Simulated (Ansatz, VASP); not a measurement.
Cd3Se2S in VASP and in Ansatz

```
Cd Se S
1.0
     4.31558    0.00000    0.00000
    -2.15779    3.73740    0.00000
     0.00000    0.00000   10.58610
Cd Se S
3 2 1
Direct
  0.00000 0.00000 0.99971
  0.66667 0.33333 0.34216
  0.33333 0.66667 0.65758
  0.66667 0.33333 0.08867
  0.00000 0.00000 0.74682
  0.33333 0.66667 0.41505
```

Alike in both runs: task single point; functional r2SCAN; k mesh 12 × 12 × 4; occupations gaussian, width 0.02 eV; no spin polarisation.

```csv
,VASP,Ansatz
version,VASP 6.6.1,Ansatz 0.2.0
potentials or method,"VASP PAW PBE potentials, release 64 (Cd, Se, S), cutoff 520 eV","scalar-relativistic, plane waves, PAW"
valence electrons in the cell,54,98
```

|  | VASP | Ansatz | Ansatz less VASP |
| --- | --- | --- | --- |
| gap on the k mesh at the Fermi level (eV) | 1.01 | 1.02 | +0.010 |
| least direct gap on the mesh (eV) | 1.01 | 1.02 | +0.010 |
| pressure (GPa) | -1.2 | -1.5 | -0.23 |
| rms of the force components (eV/Å) | 0.006 | 0.006 | +0.0003 |

VASP's potentials were made for PBE, not for r2SCAN. Atom by atom the forces differ by 0.002 eV/Å (rms over components). VASP's potentials hold 54 valence electrons a cell and Ansatz's 98, so a difference there can come from the potentials and not from the codes.
